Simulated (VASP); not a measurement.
The system is Re.

```xyz
2
Lattice="2.8149 0.0000 0.0000 -1.4075 2.4378 0.0000 0.0000 0.0000 4.5456" Properties=species:S:1:pos:R:3 pbc="T T T"
Re    1.4075    0.8126    3.4092
Re    0.0000    1.6252    1.1364
```

This cell differs from its parent crystal: volume scaled by 1.06.

Base run:

| Item | Value |
| --- | --- |
| Program | VASP 6.6.1 |
| Functional | PBE |
| Potentials or basis | VASP PAW PBE potentials, release 64 (Re) |
| Cutoff | 520 eV |
| k mesh | 11 × 11 × 6 |
| Occupations | fermi-dirac, width 0.05 eV |
| Spin | no spin polarisation |

Its results: band gap on the k mesh zero (band 7 reaches 8.38 eV, above the bottom of band 8 at 5.62 eV); pressure -14.7 GPa.

Question: The run is repeated on the same cell with these changes: functional from PBE to PBEsol. What comes out?

Answer: Band gap on the k mesh zero (band 7 reaches 8.21 eV, above the bottom of band 8 at 5.45 eV); pressure -23.7 GPa.

PBEsol binds more tightly than PBE, so the same cell stands under less pressure.

Caveats: spin-orbit coupling is left out, which moves the levels of the heavy elements; the PAW data sets were made with another functional, which shifts forces and pressure a little (some runs).
